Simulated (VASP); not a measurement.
# Sm2B2Rh (P-3m1) in VASP: a series of runs

Runs on Sm2B2Rh. Level: PBE. Tasks: single point.

All numbers are computed with VASP 6.6.1; they aren't measurements. Logs are shortened: lines on timing, memory, paths and dates and some standing lists are left out, and cuts for length are marked.

## 1. The cell of the first run

Symmetry: P-3m1, No. 164, trigonal system. The conventional cell has a = 3.688 Å, b = 3.688 Å, c = 7.999 Å, α = 90.00°, β = 90.00°, γ = 120.00°. Within 3.7 Å of Sm (site symmetry 3m) lie 4 B at 2.70 to 2.86 Å and 3 Rh at 3.10 Å and 6 Sm at 3.69 Å. B (site symmetry 3m) has 3 Rh at 2.21 Å and 3 B at 2.45 Å and 4 Sm at 2.70 to 2.86 Å within 2.9 Å. Within 2.9 Å of Rh (site symmetry -3m) lie 6 B at 2.21 Å.

The cell was built from a structure type or drawn by symmetry, and may not be a known phase.

## 2. Single point, PBE

INCAR reads:

```
SYSTEM = Sm2B2Rh
PREC = Accurate
ENCUT = 500
EDIFF = 1E-6
ISMEAR = 0
SIGMA = 0.1
LREAL = .FALSE.
LASPH = .TRUE.
NELM = 200
ALGO = Normal
ISIF = 2
LWAVE = .FALSE.
LCHARG = .FALSE.
GGA = PE
NBANDS = 30
GGA_COMPAT = .FALSE.
LMAXMIX = 6
```

KPOINTS reads:

```
Automatic mesh
0
G
  12 12 6
  0 0 0
```

POSCAR reads:

```
Sm2B2Rh
1.0
    3.6882575496      0.0000000000      0.0000000000
   -1.8441287748      3.1941247337      0.0000000000
    0.0000000000      0.0000000000      7.9990244218
Sm B Rh
2 2 1
Direct
    0.3333333333      0.6666666667      0.2821827214
    0.6666666667      0.3333333333      0.7178172786
    0.3333333333      0.6666666667      0.9248744719
    0.6666666667      0.3333333333      0.0751255281
    0.0000000000      0.0000000000      0.0000000000
```

Potentials or basis: VASP PAW PBE potentials, release 64 (Sm_3, B, Rh_pv), 4f in core.

On the command line:

```sh
$ cat potpaw_PBE.64/Sm_3/POTCAR potpaw_PBE.64/B/POTCAR potpaw_PBE.64/Rh_pv/POTCAR > POTCAR
$ mpirun -np 1 vasp_std > vasp.out
```

OUTCAR:

```text
SYSTEM = Sm2B2Rh
   PREC = Accurate
   ENCUT = 500
   EDIFF = 1E-6
   ISMEAR = 0
   LREAL = .FALSE.
   LASPH = .TRUE.
   NELM = 200
   ISIF = 2
   GGA = PE

 ion  position               nearest neighbor table
   1  0.333  0.667  0.282-   4 2.70   4 2.70   4 2.70   3 2.86   5 3.10   5 3.10   5 3.10
   2  0.667  0.333  0.718-   3 2.70   3 2.70   3 2.70   4 2.86   5 3.10   5 3.10   5 3.10
   3  0.333  0.667  0.925-   5 2.21   5 2.21   5 2.21   2 2.70   2 2.70   2 2.70   1 2.86
   4  0.667  0.333  0.075-   5 2.21   5 2.21   5 2.21   1 2.70   1 2.70   1 2.70   2 2.86
   5  0.000  0.000  0.000-   3 2.21   4 2.21   4 2.21   3 2.21   4 2.21   3 2.21   1 3.10   2 3.10
                             1 3.10   2 3.10   2 3.10   1 3.10

  LATTYP: Found a hexagonal cell.
 ALAT       =     3.6882575496
 C/A-ratio  =     2.1687814135

  Lattice vectors:

 A1 = (   3.6882575496,   0.0000000000,   0.0000000000)
 A2 = (  -1.8441287748,   3.1941247337,   0.0000000000)
 A3 = (   0.0000000000,   0.0000000000,   7.9990244218)

Analysis of symmetry for initial positions (statically):
=====================================================================
 Subroutine PRICEL returns:
 Original cell was already a primitive cell.

 Routine SETGRP: Setting up the symmetry group for a
 hexagonal supercell.

 Subroutine GETGRP returns: Found 12 space group operations
 (whereof 12 operations were pure point group operations)
 out of a pool of 24 trial point group operations.

The static configuration has the point symmetry D_3d.

Analysis of symmetry for dynamics (positions and initial velocities):
=====================================================================
 Subroutine PRICEL returns:
 Original cell was already a primitive cell.

 Routine SETGRP: Setting up the symmetry group for a
 hexagonal supercell.

 Subroutine GETGRP returns: Found 12 space group operations
 (whereof 12 operations were pure point group operations)
 out of a pool of 24 trial point group operations.

The dynamic configuration has the point symmetry D_3d.

 Subroutine INISYM returns: Found 12 space group operations
 (whereof 12 operations are pure point group operations),
 and found     1 'primitive' translations

----------------------------------------------------------------------------------------

                                     Primitive cell

  volume of cell :      94.2345

  direct lattice vectors                    reciprocal lattice vectors
     3.688257550  0.000000000  0.000000000     0.271130740  0.156537406  0.000000000
    -1.844128775  3.194124734  0.000000000     0.000000000  0.313074812  0.000000000
     0.000000000  0.000000000  7.999024422     0.000000000  0.000000000  0.125015245

  length of vectors
     3.688257550  3.688257550  7.999024422     0.313074812  0.313074812  0.125015245

  position of ions in fractional coordinates (direct lattice)
     0.333333333  0.666666667  0.282182721
     0.666666667  0.333333333  0.717817279
     0.333333333  0.666666667  0.924874472
     0.666666667  0.333333333  0.075125528
     0.000000000  0.000000000  0.000000000

  ion indices of the primitive-cell ions
   primitive index   ion index
                 1           1
                 2           2
                 3           3
                 4           4
                 5           5

----------------------------------------------------------------------------------------

 KPOINTS: Automatic mesh

Automatic generation of k-mesh.
 Grid dimensions read from file:
 generate k-points for:   12   12    6

 Generating k-lattice:

  Cartesian coordinates                     Fractional coordinates (reciprocal lattice)
     0.022594228  0.013044784  0.000000000     0.083333333  0.000000000  0.000000000
     0.000000000  0.026089568  0.000000000     0.000000000  0.083333333  0.000000000
     0.000000000  0.000000000  0.020835874     0.000000000  0.000000000  0.166666667

  Length of vectors
     0.026089568  0.026089568  0.020835874

  Shift w.r.t. Gamma in fractional coordinates (k-lattice)
     0.000000000  0.000000000  0.000000000

 Subroutine IBZKPT returns following result:
 ===========================================

 Found    100 irreducible k-points:

 Following reciprocal coordinates:
            Coordinates               Weight
  0.000000  0.000000  0.000000      1.000000
  0.083333 -0.000000  0.000000      6.000000
  0.166667 -0.000000  0.000000      6.000000
  0.250000  0.000000  0.000000      6.000000
  0.333333  0.000000  0.000000      6.000000
  0.416667  0.000000  0.000000      6.000000
[... 16 lines left out ...]
  0.166667 -0.000000  0.166667      6.000000
  0.000000  0.166667  0.166667      6.000000
 [... further k-points ...]
   k-points           NKPTS =    100   k-points in BZ     NKDIM =    100   number of bands    NBANDS=     30
   number of dos      NEDOS =    301   number of ions     NIONS =      5
   total plane-waves  NPLWV =  47040
   dimension x,y,z NGX =    28 NGY =   28 NGZ =   60
   dimension x,y,z NGXF=    56 NGYF=   56 NGZF=  120
   ions per type =               2   2   1
   NGX,Y,Z   is equivalent  to a cutoff of  12.62, 12.62, 12.47 a.u.
   NGXF,Y,Z  is equivalent  to a cutoff of  25.24, 25.24, 24.94 a.u.
 SYSTEM =  Sm2B2Rh
   PREC   = accura    normal or accurate (medium, high low for compatibility)
   ISTART =      0    job   : 0-new  1-cont  2-samecut
   ICHARG =      2    charge: 1-file 2-atom 10-const
   ISPIN  =      1    spin polarized calculation?
   LNONCOLLINEAR =      F non collinear calculations
   LSORBIT =      F    spin-orbit coupling
   LASPH  =      T    aspherical Exc in radial PAW
   ENCUT  =  500.0 eV  36.75 Ry    6.06 a.u.   6.72  6.72 14.58*2*pi/ulx,y,z
   NELM   =    200;   NELMIN=  2; NELMDL= -5     # of ELM steps
   EDIFF  = 0.1E-05   stopping-criterion for ELM
   LREAL  =      F    real-space projection
   EDIFFG = 0.1E-04   stopping-criterion for IOM
   NSW    =      0    number of steps for IOM
   IBRION =     -1    ionic relax: 0-MD 1-quasi-New 2-CG
   NFREE  =      0    steps in history (QN), initial steepest desc. (CG)
   ISIF   =      2    stress and relaxation
   ISYM   =      2    0-nonsym 1-usesym 2-fastsym
   POTIM  = 0.5000    time-step for ionic-motion
   TEBEG  =    0.0;   TEEND  =   0.0 temperature during run
   PSTRESS=    0.0 pullay stress
   NELECT =      43.0000    total number of electrons
   NUPDOWN=      -1.0000    fix difference up-down
   EMIN   =  10.00;   EMAX   =-10.00  energy-range for DOS
   EFERMI =   0.00;   METHOD = LEGACY
   ISMEAR =     0;   SIGMA  =   0.10  broadening in eV -4-tet -1-fermi 0-gaus
   EFERMI_NEDOS =   21; number of points for ismear=-14 and -15
   IALGO  =     38    algorithm
   IMIX   =      4    mixing-type and parameters
     AMIX     =   0.40;   BMIX     =  1.00
     AMIX_MAG =   1.60;   BMIX_MAG =  1.00
  volume/ion in A,a.u.               =      18.85       127.19
  Fermi-wavevector in a.u.,A,eV,Ry     =   1.260359  2.381733 21.612920  1.588505
  Thomas-Fermi vector in A             =   2.393873
   LORBIT       =      0    0 simple, 1 ext, 2 COOP (PROOUT), +10 PAW based schemes
   GGA     = PE    functional components
   LHFCALC =     F    Hartree Fock is set to
   AEXX    =    0.0000 exact exchange contribution
   IVDW    =     0    specifies the selected vdW correction
   LEPSILON=     F    determine dielectric tensor
   LRPA    =     F    only Hartree local field effects (RPA)
 non-spin polarized calculation
 Gauss-broadening in eV      SIGMA  =   0.10
  energy-cutoff  :      500.00
  volume of cell :       94.23
 maximum number of plane-waves:      2418
 NGX is ok and might be reduce to    28
   NGX = 13   NGY = 13   NGZ = 29

 number of electron      43.0000001 magnetization

 Free energy of the ion-electron system (eV)
  ---------------------------------------------------
  ext. energy  EPLUGINS =         0.00000000
  ---------------------------------------------------
  free energy    TOTEN  =       -31.43338838 eV

  energy without entropy =      -31.41668245  energy(sigma->0) =      -31.42503541

 E-fermi :   4.8184     XC(G=0): -10.7086

 val. band max:        4.8130021857   @ k =   0.4167   0.0000   0.5000
 cond. band min:       4.8190119003   @ k =   0.2500   0.0000   0.5000
 fundamental gap:      0.0060097146
 Fermi energy:         4.8183951648

 k-point     1 :       0.0000    0.0000    0.0000
  band No.  band energies     occupation
      1     -41.9157      2.00000
      2     -41.9157      2.00000
      3     -41.6929      2.00000
      4     -35.9108      2.00000
      5     -35.8977      2.00000
      6     -15.6261      2.00000
[... 22 lines left out ...]
     29       8.6023      0.00000
     30       8.6023      0.00000

 k-point     2 :       0.0833   -0.0000    0.0000
  band No.  band energies     occupation
      1     -41.9172      2.00000
      2     -41.9162      2.00000
      3     -41.6927      2.00000
      4     -35.9071      2.00000
      5     -35.8946      2.00000
      6     -15.6137      2.00000
[... 22 lines left out ...]
     29       8.7704      0.00000
     30       8.7918      0.00000

 k-point     3 :       0.1667   -0.0000    0.0000
  band No.  band energies     occupation
      1     -41.9212      2.00000
      2     -41.9173      2.00000
      3     -41.6921      2.00000
      4     -35.8970      2.00000
      5     -35.8859      2.00000
      6     -15.5794      2.00000
[... 22 lines left out ...]
     29       8.9411      0.00000
     30       8.9703      0.00000

 k-point     4 :       0.2500    0.0000    0.0000
  band No.  band energies     occupation
      1     -41.9267      2.00000
      2     -41.9188      2.00000
      3     -41.6914      2.00000
      4     -35.8830      2.00000
      5     -35.8742      2.00000
      6     -15.5305      2.00000
[... 616 lines left out ...]
     29       8.5229      0.00000
     30       8.8573      0.00000

 k-point    23 :       0.1667   -0.0000    0.1667
  band No.  band energies     occupation
      1     -41.9212      2.00000
      2     -41.9173      2.00000
      3     -41.6921      2.00000
      4     -35.8965      2.00000
      5     -35.8865      2.00000
      6     -15.5674      2.00000
[... 22 lines left out ...]
     29       8.4960      0.00000
     30       9.0018      0.00000

 k-point    24 :       0.0000    0.1667    0.1667
  band No.  band energies     occupation
      1     -41.9212      2.00000
      2     -41.9173      2.00000
      3     -41.6921      2.00000
      4     -35.8966      2.00000
      5     -35.8863      2.00000
      6     -15.5690      2.00000
[... 22 lines left out ...]
     29       8.5898      0.00000
     30       8.8004      0.00000

 [... further k-points ...]
[... 5 lines left out ...]
  --------------------------------------------------------------------------------------
  -------------------------------------------------------------------------------------
  Total        0.2442499      0.2442499      0.2302436      0.0000000     -0.0000000      0.0000000
  in kB        4.1527408      4.1527408      3.9146063      0.0000000     -0.0000000      0.0000000
  external PRESSURE =       4.0733626 kB  Pullay stress =       0.0000000 kB

 VOLUME and BASIS-vectors are now :
 -----------------------------------------------------------------------------
  energy-cutoff  :      500.00
  volume of cell :       94.23
      direct lattice vectors                 reciprocal lattice vectors
     3.688257550  0.000000000  0.000000000     0.271130740  0.156537406  0.000000000
    -1.844128775  3.194124734  0.000000000     0.000000000  0.313074812  0.000000000
     0.000000000  0.000000000  7.999024422     0.000000000  0.000000000  0.125015245

 POSITION                                       TOTAL-FORCE (eV/Angst)
 -----------------------------------------------------------------------------------
     -0.00000      2.12942      2.25719         0.000000      0.000000      0.041877
      1.84413      1.06471      5.74184        -0.000000      0.000000     -0.041877
     -0.00000      2.12942      7.39809         0.000000      0.000000      0.024712
      1.84413      1.06471      0.60093        -0.000000     -0.000000     -0.024712
      0.00000      0.00000      0.00000         0.000000      0.000000     -0.000000
 -----------------------------------------------------------------------------------
    total drift:                                0.000000     -0.000000      0.000000

  FREE ENERGIE OF THE ION-ELECTRON SYSTEM (eV)
  ---------------------------------------------------
  free  energy   TOTEN  =       -31.4333883762 eV

  energy  without entropy=      -31.4166824501  energy(sigma->0) =      -31.42503541
```

It took 2.1 min on 1 thread of AMD EPYC 9R45 (Zen 5), shared host; peak memory 0.36 GiB.

What came out:

```yaml
Free_energy: -31.4334 eV
Pressure: 0.4 GPa
Largest_force: 0.042 eV/Å
Band_gap_on_the_k_mesh: zero (an odd number of electrons rules out a gap without spin polarisation)
```

Forces in eV/Å, atoms in the order of the input:
```
Sm   0.000  0.000  0.042
Sm   0.000  0.000 -0.042
B    0.000  0.000  0.025
B    0.000  0.000 -0.025
Rh   0.000  0.000  0.000
```

Caveat: spin-orbit coupling is left out, which moves the levels of the heavy elements; the 4f electrons are frozen in the core, so they carry no moment and show no levels.

(Part 1 of 2 ends here.)
